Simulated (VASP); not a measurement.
# TePb (rocksalt type) (Fm-3m) in VASP: notebook

TePb (rocksalt type) is run at these levels: PBE; tasks: single point, relaxation of cell and atoms.

All numbers are computed with VASP 6.6.1; they aren't measurements. Logs are shortened: lines on timing, memory, paths and dates and some standing lists are left out, and cuts for length are marked.

## 1. The cell of the first run

Symmetry: Fm-3m, No. 225, cubic system. Conventional cell: a = 6.567 Å, b = 6.567 Å, c = 6.567 Å, α = 90.00°, β = 90.00°, γ = 90.00°. Pb (site symmetry m-3m) has 6 Te at 3.28 Å within 4.3 Å. Within 4.3 Å of Te (site symmetry m-3m) lie 6 Pb at 3.28 Å.

## 2. Single point, PBE

Contents of INCAR:

```
SYSTEM = TePb
PREC = Accurate
ENCUT = 520
EDIFF = 1E-6
ISMEAR = -1
SIGMA = 0.02
LREAL = .False.
LASPH = .True.
NELM = 100
ALGO = Normal
ISIF = 2
LWAVE = .False.
LCHARG = .False.
GGA = PE
NBANDS = 17
```

Contents of KPOINTS:

```
Automatic mesh
0
Gamma
  9 9 9
  0 0 0
```

Contents of POSCAR:

```
TePb
1.0
    0.0000000000      3.2835710024      3.2835710024
    3.2835710024      0.0000000000      3.2835710024
    3.2835710024      3.2835710024      0.0000000000
Pb Te
1 1
Direct
    0.0000000000      0.0000000000      0.0000000000
    0.5000000000      0.5000000000      0.5000000000
```

Potentials or basis: VASP PAW PBE potentials, release 64 (Pb_d, Te).

Command:

```
> cat potpaw_PBE.64/Pb_d/POTCAR potpaw_PBE.64/Te/POTCAR > POTCAR
> mpirun -np 1 vasp_std > vasp.out
```

OUTCAR:

```text
SYSTEM = TePb
   PREC = Accurate
   ENCUT = 520
   EDIFF = 1E-6
   ISMEAR = -1
   LREAL = .False.
   LASPH = .True.
   NELM = 100
   ISIF = 2
   GGA = PE

 ion  position               nearest neighbor table
   1  0.000  0.000  0.000-   2 3.28   2 3.28   2 3.28   2 3.28   2 3.28   2 3.28
   2  0.500  0.500  0.500-   1 3.28   1 3.28   1 3.28   1 3.28   1 3.28   1 3.28

  LATTYP: Found a face centered cubic cell.
 ALAT       =     6.5671420048

  Lattice vectors:

 A1 = (   0.0000000000,   3.2835710024,   3.2835710024)
 A2 = (   3.2835710024,   0.0000000000,   3.2835710024)
 A3 = (   3.2835710024,   3.2835710024,   0.0000000000)

Analysis of symmetry for initial positions (statically):
=====================================================================
 Subroutine PRICEL returns:
 Original cell was already a primitive cell.

 Routine SETGRP: Setting up the symmetry group for a
 face centered cubic supercell.

 Subroutine GETGRP returns: Found 48 space group operations
[... 9 lines left out ...]

 Routine SETGRP: Setting up the symmetry group for a
 face centered cubic supercell.

 Subroutine GETGRP returns: Found 48 space group operations
[... 11 lines left out ...]
                                     Primitive cell

  volume of cell :      70.8059

  direct lattice vectors                    reciprocal lattice vectors
     0.000000000  3.283571002  3.283571002    -0.152273241  0.152273241  0.152273241
     3.283571002  0.000000000  3.283571002     0.152273241 -0.152273241  0.152273241
     3.283571002  3.283571002  0.000000000     0.152273241  0.152273241 -0.152273241

  length of vectors
     4.643670645  4.643670645  4.643670645     0.263744991  0.263744991  0.263744991

  position of ions in fractional coordinates (direct lattice)
     0.000000000  0.000000000  0.000000000
     0.500000000  0.500000000  0.500000000

  ion indices of the primitive-cell ions
   primitive index   ion index
                 1           1
                 2           2

----------------------------------------------------------------------------------------

 KPOINTS: Automatic mesh

Automatic generation of k-mesh.
 Grid dimensions read from file:
 generate k-points for:    9    9    9

 Generating k-lattice:

  Cartesian coordinates                     Fractional coordinates (reciprocal lattice)
    -0.016919249  0.016919249  0.016919249     0.111111111  0.000000000  0.000000000
     0.016919249 -0.016919249  0.016919249     0.000000000  0.111111111  0.000000000
     0.016919249  0.016919249 -0.016919249     0.000000000  0.000000000  0.111111111

  Length of vectors
     0.029304999  0.029304999  0.029304999

  Shift w.r.t. Gamma in fractional coordinates (k-lattice)
     0.000000000  0.000000000  0.000000000

 Subroutine IBZKPT returns following result:
 ===========================================

 Found     35 irreducible k-points:

 Following reciprocal coordinates:
            Coordinates               Weight
  0.000000  0.000000  0.000000      1.000000
  0.111111  0.000000  0.000000      8.000000
  0.222222  0.000000  0.000000      8.000000
  0.333333  0.000000  0.000000      8.000000
  0.444444  0.000000  0.000000      8.000000
  0.111111  0.111111  0.000000      6.000000
[... 16 lines left out ...]
 -0.333333  0.333333  0.000000     12.000000
  0.444444  0.444444  0.000000      6.000000
 [... further k-points ...]
   k-points           NKPTS =     35   k-points in BZ     NKDIM =     35   number of bands    NBANDS=     17
   number of dos      NEDOS =    301   number of ions     NIONS =      2
   total plane-waves  NPLWV =  46656
   dimension x,y,z NGX =    36 NGY =   36 NGZ =   36
   dimension x,y,z NGXF=    72 NGYF=   72 NGZF=   72
   ions per type =               1   1
   NGX,Y,Z   is equivalent  to a cutoff of  12.89, 12.89, 12.89 a.u.
   NGXF,Y,Z  is equivalent  to a cutoff of  25.78, 25.78, 25.78 a.u.
 SYSTEM =  TePb
   PREC   = accura    normal or accurate (medium, high low for compatibility)
   ISTART =      0    job   : 0-new  1-cont  2-samecut
   ICHARG =      2    charge: 1-file 2-atom 10-const
   ISPIN  =      1    spin polarized calculation?
   LNONCOLLINEAR =      F non collinear calculations
   LSORBIT =      F    spin-orbit coupling
   LASPH  =      T    aspherical Exc in radial PAW
   ENCUT  =  520.0 eV  38.22 Ry    6.18 a.u.   8.63  8.63  8.63*2*pi/ulx,y,z
   NELM   =    100;   NELMIN=  2; NELMDL= -5     # of ELM steps
   EDIFF  = 0.1E-05   stopping-criterion for ELM
   LREAL  =      F    real-space projection
   EDIFFG = 0.1E-04   stopping-criterion for IOM
   NSW    =      0    number of steps for IOM
   IBRION =     -1    ionic relax: 0-MD 1-quasi-New 2-CG
   NFREE  =      0    steps in history (QN), initial steepest desc. (CG)
   ISIF   =      2    stress and relaxation
   ISYM   =      2    0-nonsym 1-usesym 2-fastsym
   POTIM  = 0.5000    time-step for ionic-motion
   TEBEG  =    0.0;   TEEND  =   0.0 temperature during run
   PSTRESS=    0.0 pullay stress
   NELECT =      20.0000    total number of electrons
   NUPDOWN=      -1.0000    fix difference up-down
   EMIN   =  10.00;   EMAX   =-10.00  energy-range for DOS
   EFERMI =   0.00;   METHOD = LEGACY
   ISMEAR =    -1;   SIGMA  =   0.02  broadening in eV -4-tet -1-fermi 0-gaus
   EFERMI_NEDOS =   21; number of points for ismear=-14 and -15
   IALGO  =     38    algorithm
   IMIX   =      4    mixing-type and parameters
     AMIX     =   0.40;   BMIX     =  1.00
     AMIX_MAG =   1.60;   BMIX_MAG =  1.00
  volume/ion in A,a.u.               =      35.40       238.91
  Fermi-wavevector in a.u.,A,eV,Ry     =   1.074142  2.029834 15.698148  1.153781
  Thomas-Fermi vector in A             =   2.209962
   LORBIT       =      0    0 simple, 1 ext, 2 COOP (PROOUT), +10 PAW based schemes
   GGA     = PE    functional components
   LHFCALC =     F    Hartree Fock is set to
   AEXX    =    0.0000 exact exchange contribution
   IVDW    =     0    specifies the selected vdW correction
   LEPSILON=     F    determine dielectric tensor
   LRPA    =     F    only Hartree local field effects (RPA)
 non-spin polarized calculation
  energy-cutoff  :      520.00
  volume of cell :       70.81
 maximum number of plane-waves:      1932
   NGX = 17   NGY = 17   NGZ = 17

 number of electron      19.9999999 magnetization

 Free energy of the ion-electron system (eV)
  ---------------------------------------------------
  ext. energy  EPLUGINS =         0.00000000
  ---------------------------------------------------
  free energy    TOTEN  =        -7.52330294 eV

  energy without entropy =       -7.52330294  energy(sigma->0) =       -7.52330294

 E-fermi :   5.4298     XC(G=0):  -9.0839

 val. band max:        4.9490284561   @ k =   0.4444   0.0000   0.0000
 cond. band min:       5.9351916448   @ k =   0.4444   0.0000   0.0000
 fundamental gap:      0.9861631887
 Fermi energy:         5.4298146864

 k-point     1 :       0.0000    0.0000    0.0000
  band No.  band energies     occupation
      1     -11.6356      2.00000
      2     -11.6356      2.00000
      3     -11.6299      2.00000
      4     -11.6299      2.00000
      5     -11.6299      2.00000
      6      -6.6152      2.00000
[... 9 lines left out ...]
     16      10.9195      0.00000
     17      12.4431      0.00000

 k-point     2 :       0.1111    0.0000    0.0000
  band No.  band energies     occupation
      1     -11.6367      2.00000
      2     -11.6367      2.00000
      3     -11.6296      2.00000
      4     -11.6285      2.00000
      5     -11.6285      2.00000
      6      -6.5164      2.00000
[... 9 lines left out ...]
     16      11.1438      0.00000
     17      13.1797      0.00000

 k-point     3 :       0.2222    0.0000    0.0000
  band No.  band energies     occupation
      1     -11.6401      2.00000
      2     -11.6401      2.00000
      3     -11.6289      2.00000
      4     -11.6243      2.00000
      5     -11.6243      2.00000
      6      -6.2301      2.00000
[... 9 lines left out ...]
     16      11.7619      0.00000
     17      14.6974      0.00000

 k-point     4 :       0.3333    0.0000    0.0000
  band No.  band energies     occupation
      1     -11.6442      2.00000
      2     -11.6442      2.00000
      3     -11.6281      2.00000
      4     -11.6193      2.00000
      5     -11.6193      2.00000
      6      -5.8000      2.00000
[... 9 lines left out ...]
     16      12.7231      0.00000
     17      15.7689      0.00000

 k-point     5 :       0.4444    0.0000    0.0000
  band No.  band energies     occupation
      1     -11.6470      2.00000
      2     -11.6470      2.00000
      3     -11.6276      2.00000
      4     -11.6160      2.00000
      5     -11.6160      2.00000
      6      -5.3816      2.00000
[... 9 lines left out ...]
     16      13.9077      0.00000
     17      14.6580      0.00000

 k-point     6 :       0.1111    0.1111    0.0000
  band No.  band energies     occupation
      1     -11.6394      2.00000
      2     -11.6345      2.00000
      3     -11.6308      2.00000
      4     -11.6275      2.00000
      5     -11.6275      2.00000
      6      -6.4837      2.00000
[... 9 lines left out ...]
     16      11.5312      0.00000
     17      12.7393      0.00000
[... 281 lines left out ...]
 k-point    21 :       0.4444    0.3333    0.0000
  band No.  band energies     occupation
      1     -11.6735      2.00000
      2     -11.6353      2.00000
      3     -11.6295      2.00000
      4     -11.6124      2.00000
      5     -11.6115      2.00000
      6      -5.3016      2.00000
[... 9 lines left out ...]
     16      14.9529      0.00000
     17      15.5742      0.00000

 k-point    22 :      -0.4444    0.3333    0.0000
  band No.  band energies     occupation
      1     -11.6716      2.00000
      2     -11.6332      2.00000
      3     -11.6316      2.00000
      4     -11.6138      2.00000
      5     -11.6114      2.00000
      6      -5.0692      2.00000
[... 9 lines left out ...]
     16      14.4803      0.00000
     17      16.0913      0.00000

 k-point    23 :      -0.3333    0.3333    0.0000
  band No.  band energies     occupation
      1     -11.6637      2.00000
      2     -11.6382      2.00000
      3     -11.6259      2.00000
      4     -11.6178      2.00000
      5     -11.6138      2.00000
      6      -5.0530      2.00000
[... 9 lines left out ...]
     16      13.4426      0.00000
     17      15.2318      0.00000

 k-point    24 :       0.4444    0.4444    0.0000
  band No.  band energies     occupation
      1     -11.6812      2.00000
      2     -11.6375      2.00000
      3     -11.6267      2.00000
      4     -11.6094      2.00000
      5     -11.6094      2.00000
      6      -5.1661      2.00000
[... 9 lines left out ...]
     16      15.0728      0.00000
     17      16.3670      0.00000

 [... further k-points ...]
[... 5 lines left out ...]
  --------------------------------------------------------------------------------------
  -------------------------------------------------------------------------------------
  Total       -0.0092607     -0.0092607     -0.0092607     -0.0000000      0.0000000      0.0000000
  in kB       -0.2095493     -0.2095493     -0.2095493     -0.0000000      0.0000000      0.0000000
  external PRESSURE =      -0.2095493 kB  Pullay stress =       0.0000000 kB

 VOLUME and BASIS-vectors are now :
 -----------------------------------------------------------------------------
  energy-cutoff  :      520.00
  volume of cell :       70.81
      direct lattice vectors                 reciprocal lattice vectors
     0.000000000  3.283571002  3.283571002    -0.152273241  0.152273241  0.152273241
     3.283571002  0.000000000  3.283571002     0.152273241 -0.152273241  0.152273241
     3.283571002  3.283571002  0.000000000     0.152273241  0.152273241 -0.152273241

 POSITION                                       TOTAL-FORCE (eV/Angst)
 -----------------------------------------------------------------------------------
      0.00000      0.00000      0.00000         0.000000      0.000000     -0.000000
      3.28357      3.28357      3.28357         0.000000      0.000000      0.000000
 -----------------------------------------------------------------------------------
    total drift:                               -0.000000      0.000000      0.000000

  FREE ENERGIE OF THE ION-ELECTRON SYSTEM (eV)
  ---------------------------------------------------
  free  energy   TOTEN  =        -7.5233029382 eV

  energy  without entropy=       -7.5233029382  energy(sigma->0) =       -7.52330294
```

It took 15 s on 1 thread of Intel Xeon 6975P-C (Granite Rapids), shared host; peak memory 0.22 GiB.

Results:

```yaml
Free_energy: -7.5233 eV
Pressure: 0.0 GPa
```

Levels at points of the mesh, in eV from the Fermi level:
```
           k point  band 8  band 9  band 10  band 11  band 12  band 13
(0.00, 0.00, 0.00)   -1.58   -1.58    -1.58     3.60     3.60     3.60
```

Caveat: this odd mesh misses L, where the gap lies, so gap, dielectric constants and Born charges aren't listed; spin-orbit coupling is left out, which moves the levels of the heavy elements.

[end of part 1 of 2]
